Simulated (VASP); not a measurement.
## Zr: single point with LDA

Zr:

```
Zr
1.0
     0.00000    3.10572    3.10572
     3.10572    0.00000    3.10572
     3.10572    3.10572    0.00000
Zr
2
Direct
  0.12500 0.12500 0.12500
  0.87500 0.87500 0.87500
```

This isn't the form of Zr at room conditions, which is hcp.

```yaml
Program: VASP 6.6.1
Task: single point
Functional: LDA
Potentials_or_basis: VASP PAW LDA potentials, release 64 (Zr_sv)
Cutoff: 520 eV
k_mesh: 10 × 10 × 10
Occupations: fermi-dirac, width 0.1 eV
Spin: no spin polarisation
```

- Pressure: -2.7 GPa
- Band gap on the k mesh: zero (bands 12 and 13 overlap by 0.24 eV)

Levels at points of the mesh, in eV from the Fermi level:
| k point | band 9 | band 10 | band 11 | band 12 | band 13 | band 14 | band 15 | band 16 |
| --- | --- | --- | --- | --- | --- | --- | --- | --- |
| (0.00, 0.00, 0.00) | -4.09 | -0.88 | -0.88 | 0.02 | 0.02 | 0.02 | 2.18 | 2.18 |
| (0.50, 0.00, 0.00) | -1.64 | -1.13 | -0.75 | -0.75 | -0.16 | -0.16 | 0.82 | 3.31 |
| (0.50, 0.50, 0.00) | -1.84 | -1.84 | -0.08 | -0.08 | 0.42 | 0.42 | 1.76 | 1.76 |

Wall time 48 s on 1 thread of Intel(R) Xeon(R) Platinum 8375C CPU @ 2.90GHz (Ice Lake), on a shared host, peak memory 0.19 GiB.
